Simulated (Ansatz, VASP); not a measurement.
# Ce in VASP and in Ansatz

File POSCAR:

```
Ce
1.0
    0.0000000000      2.3390384114      2.3390384114
    2.3390384114      0.0000000000      2.3390384114
    2.3390384114      2.3390384114      0.0000000000
Ce
1
Direct
    0.0000000000      0.0000000000      0.0000000000
```

The input INCAR.step1:

```
SYSTEM = Ce
  ALGO = Normal
  EDIFF = 1E-4
  ENCUT = 520
  GGA = PE
  ISMEAR = 0
  LASPH = .True.
  LCHARG = .False.
  LREAL = .False.
  LWAVE = .True.
  NBANDS = 12
  NELM = 60
  PREC = Accurate
  SIGMA = 0.03
```

File INCAR.step2:

```
SYSTEM = Ce
  ALGO = Normal
  EDIFF = 1E-6
  ENCUT = 520
  ISIF = 2
  ISMEAR = 0
  ISTART = 1
  LASPH = .True.
  LCHARG = .True.
  LELF = .True.
  LMIXTAU = .True.
  LREAL = .False.
  LVHAR = .True.
  LWAVE = .False.
  METAGGA = R2SCAN
  NBANDS = 12
  NELM = 60
  PREC = Accurate
  SIGMA = 0.03
```

The input KPOINTS:

```
k-points
0
Gamma
  12 12 12
  0 0 0
```

Input for Ansatz:

```yaml
crystal:
  lattice:
    - [0.0, 2.3390384114, 2.3390384114]
    - [2.3390384114, 0.0, 2.3390384114]
    - [2.3390384114, 2.3390384114, 0.0]
  atoms:
    - { symbol: Ce, position: [0.0, 0.0, 0.0] }
hamiltonian:
  xc: r2scan
  pseudopotentials:
    kind: paw
    azcp:
      Ce: "pseudopotentials/Ce.paw.azcp"
basis:
  ecutwfc: 500
  fft_grid_basis: typed
kpoints:
  mp_grid: { grid: [12, 12, 12], shift: [0, 0, 0] }
magnetization:
  spin_polarized: false
scf:
  occupations: { method: gaussian, width: 0.03 }
  lower_state_search: "off"
output:
  stress: true
  write_density: true
  write_potential: true
  elf: true
  volumetric_format: npy
```

Alike in both runs: task single point; functional r2SCAN; k mesh 12 × 12 × 12; occupations gaussian, width 0.03 eV; no spin polarisation.

|  | VASP | Ansatz |
| --- | --- | --- |
| version | VASP 6.6.1 | Ansatz 0.2.0 |
| potentials or method | VASP PAW PBE potentials, release 64 (Ce), cutoff 520 eV | plane waves (500 eV) with PAW, scalar-relativistic |
| valence electrons in the cell | 12 | 12 |

Ansatz gave:

* pressure (GPa): -0.5

What did VASP give for the same quantities?

Pressure (GPa): -0.7.

VASP's potentials were made for PBE, not for r2SCAN.

Neither program's run includes spin-orbit coupling.
